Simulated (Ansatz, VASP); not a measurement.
# Two plane-wave programs on Cu3Pd

```xyz
4
Lattice="3.6970 0.0000 0.0000 0.0000 3.6970 0.0000 0.0000 0.0000 3.6590" Properties=species:S:1:pos:R:3 pbc="T T T"
Cu    0.0000    1.8485    1.8295
Cu    1.8485    0.0000    1.8295
Cu    1.8485    1.8485    0.0000
Pd    0.0000    0.0000    0.0000
```

Alike in both runs: task single point; functional LDA; k mesh 6 × 6 × 6; no spin polarisation.

|  | VASP | Ansatz |
| --- | --- | --- |
| version | VASP 6.6.1 | Ansatz 0.2.0 |
| potentials or method | VASP PAW LDA potentials, release 64 (Cu, Pd), cutoff 520 eV | plane waves, PAW |
| occupations | methfessel-paxton of order 1, width 0.3 eV | cold, width 0.3 eV |
| valence electrons in the cell | 43 | 75 |

Ansatz gave:

```
pressure (GPa)                                                : -10.2
traceless stress, the component that is largest in VASP (GPa) : 0.40
```

Question: What did VASP give for the same quantities?

Answer: Pressure (GPa): -9.4; traceless stress, the component that is largest in VASP (GPa): 0.43.

LDA's correlation is that of Perdew and Zunger in VASP and of Perdew and Wang (1992) in Ansatz. VASP's potentials hold 43 valence electrons a cell and Ansatz's 75, so a difference there can come from the potentials and not from the codes.
